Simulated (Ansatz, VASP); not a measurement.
## One calculation of Na, two programs

```
CELL_PARAMETERS angstrom
-2.08574 2.08574 2.08574
2.08574 -2.08574 2.08574
2.08574 2.08574 -2.08574
ATOMIC_POSITIONS crystal
Na 0.00000 0.00000 0.00000
```

Change from the starting cell: strain -0.015 along x and y, -0.015 along z, atoms carried along.

Alike in both runs: task single point; functional PBE; k mesh 16 × 16 × 16; occupations gaussian, width 0.15 eV; no spin polarisation.

|  | VASP | Ansatz |
| --- | --- | --- |
| version | VASP 6.6.1 | Ansatz 0.2.0 |
| potentials or method | VASP PAW PBE potentials, release 64 (Na_pv), cutoff 520 eV | scalar-relativistic, plane waves, PAW |
| valence electrons in the cell | 7 | 9 |

```tsv
	VASP	Ansatz	Ansatz less VASP
gap on the k mesh at the Fermi level (eV)	none	none	-
pressure (GPa)	0.1	0.1	+0.03
```

A gap of «none» marks a metal or a gap that the smearing closes. VASP's potentials hold 7 valence electrons a cell and Ansatz's 9, so a difference there can come from the potentials and not from the codes.
